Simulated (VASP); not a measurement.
Set up this calculation in VASP 6.6.1, as the native input.

```yaml
Task: single point
Functional: PBEsol
Dispersion: D3(BJ)
Potentials_or_basis: VASP PAW PBE potentials, release 64 (C)
Cutoff: 520 eV
k_mesh: 8 × 11 × 3
Occupations: gaussian, width 0.05 eV
Spin: no spin polarisation
Dipole_correction: no
Further_INCAR_settings: ALGO = Normal; EDIFF = 1e-06; NBANDS = 31
```

The structure of C lies in POSCAR:

```
C
1.0
    0.0000000000      1.4191802056     -3.2829684911
   -2.4580922212      0.0000000000      0.0000000000
    2.0484101843     10.6156375142      2.5854433103
C
10
Direct
    0.3193805710      0.2551387579      0.7861665095
    0.7478527379      0.6503721078      0.0604465293
    0.8907346962      0.3015637703      0.2418765244
    0.0336166545      0.9527554328      0.4233065194
    0.1764986127      0.6039470954      0.6047365144
    0.7950292204      0.2008195547      0.1209834657
   -0.0620888214      0.8520112173      0.3024134607
    0.0807931369      0.5032028798      0.4838434558
    0.2236750952      1.1543945423      0.6652734508
    0.3665570534      0.8055862049      0.8467034458
```

This cell differs from its parent crystal: the part above a cut slid along it.

These files were run (other wordings do the same):

INCAR

```
PREC     = Accurate       # precision mode
ENCUT    = 520            # plane-wave cutoff, eV
EDIFF    = 1E-6           # SCF threshold, eV
ISMEAR   = 0              # smearing method
SIGMA    = 0.05           # smearing width, eV
LREAL    = False          # projectors in reciprocal space
LASPH    = True           # aspherical terms in the spheres
NELM     = 100            # most SCF steps
ALGO     = Normal         # electronic algorithm
ISIF     = 2              # what is computed and relaxed
LWAVE    = False          # write WAVECAR
LCHARG   = True           # write CHGCAR
GGA      = PS             # functional
IVDW     = 12             # dispersion correction
LELF     = True           # ELF
LVHAR    = True         
NBANDS   = 31             # bands
```

KPOINTS

```
regular mesh
0
Gamma
  8 11 3
```

Potentials or basis: VASP PAW PBE potentials, release 64 (C).

The run is started by

```console
$ cat potpaw_PBE.64/C/POTCAR > POTCAR
$ mpirun -np 1 vasp_std > vasp.out
```

Results of the run:

- Pressure: -3.0 GPa
- Largest force: 2.573 eV/Å
- Band gap on the k mesh: zero (bands 20 and 21 overlap by 0.16 eV)
- Dispersion energy per atom: -0.107 eV

Caveat: the cell differs from its parent crystal (the part above a cut slid along it); the cell stands under tension; the PAW data sets were made with another functional, which shifts forces and pressure a little.

Wall time 2.8 min on 1 thread of Intel(R) Xeon(R) 6975P-C (Granite Rapids), on a shared host, peak memory 0.36 GiB.
